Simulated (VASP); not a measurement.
Set up this calculation in VASP 6.6.1, as the native input.

| Quantity | Value |
| --- | --- |
| Task | single point |
| Functional | PBE |
| Potentials or basis | VASP PAW PBE potentials, release 64 (Ru_pv) |
| Cutoff | 520 eV |
| k mesh | 9 × 9 × 5 |
| Occupations | gaussian, width 0.15 eV |
| Spin | no spin polarisation |
| Dipole correction | no |
| Further INCAR settings | ALGO = Normal; EDIFF = 1e-06; NBANDS = 21 |

The structure of Ru lies in POSCAR:

```
Ru
1.0
    2.7058000000      0.0000000000      0.0000000000
   -1.3529000000      2.3432920000      0.0000000000
    0.0000000000      0.0000000000      4.2819000000
Ru
2
Direct
    0.3333333333      0.6666666667      0.2500000000
    0.6666666667      0.3333333333      0.7500000000
```

The input as run:

INCAR

```
  ALGO = Normal
  EDIFF = 1E-6
  ENCUT = 520
  GGA = PE
  ISIF = 2
  ISMEAR = 0
  LASPH = T
  LCHARG = T
  LELF = T
  LREAL = F
  LVHAR = T
  LWAVE = F
  NBANDS = 21
  NELM = 100
  PREC = Accurate
  SIGMA = 0.15
```

KPOINTS

```
k-points
0
Gamma
  9 9 5
```

Potentials or basis: VASP PAW PBE potentials, release 64 (Ru_pv).

Run with:

```console
$ cat potpaw_PBE.64/Ru_pv/POTCAR > POTCAR
$ mpirun -np 1 vasp_std > vasp.out
```

It gave:

```json
{"Pressure": "4.2 GPa", "Band gap on the k mesh": "zero (band 14 reaches 14.29 eV, above the bottom of band 15 at 11.25 eV)"}
```

Run time: 19 s on 1 thread of Intel Xeon 8259CL, on a shared host, peak memory 0.14 GiB.
